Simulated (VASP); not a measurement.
Crystal: LuTl3.

```
Lu Tl
1.0
     4.57000    0.00000    0.00000
     0.00000    4.57000    0.00000
     0.00000    0.00000    4.57000
Lu Tl
1 3
Cartesian
  0.0000 0.0000 0.0000
  0.0000 2.2850 2.2850
  2.2850 0.0000 2.2850
  2.2850 2.2850 0.0000
```

- Program: VASP 6.6.1
- Task: relaxation of cell and atoms
- Functional: PBEsol
- Potentials or basis: VASP PAW PBE potentials, release 64 (Lu, Tl_d)
- Cutoff: 600 eV
- k mesh: 5 × 5 × 5
- Occupations: methfessel-paxton, width 0.1 eV
- Spin: no spin polarisation

At the start: pressure 3.4 GPa; volume 23.86 Å³/atom.

Problem. Where does the relaxation end?

Solution. Over 3 steps the energy falls by 13.0 meV/atom and the volume is 25.13 Å³/atom (+5.3 %); space group Pm-3m (No. 221, to 0.05 Å).

Step by step:
```
step  energy change (eV)  largest force (eV/Å)  pressure (GPa)  volume (Å³)
   1              0.0000                0.0000            3.41        95.44
   2             -0.0441                0.0000           -1.14       102.63
   3             -0.0520                0.0000           -0.02       100.53
```

Final structure:
```xyz
4
Lattice="4.6498 0.0000 0.0000 0.0000 4.6498 0.0000 0.0000 0.0000 4.6498" Properties=species:S:1:pos:R:3 pbc="T T T"
Lu    0.0000    0.0000    0.0000
Tl    0.0000    2.3249    2.3249
Tl    2.3249    0.0000    2.3249
Tl    2.3249    2.3249    0.0000
```

Caveat: the PAW data sets were made with another functional, which shifts forces and pressure a little.
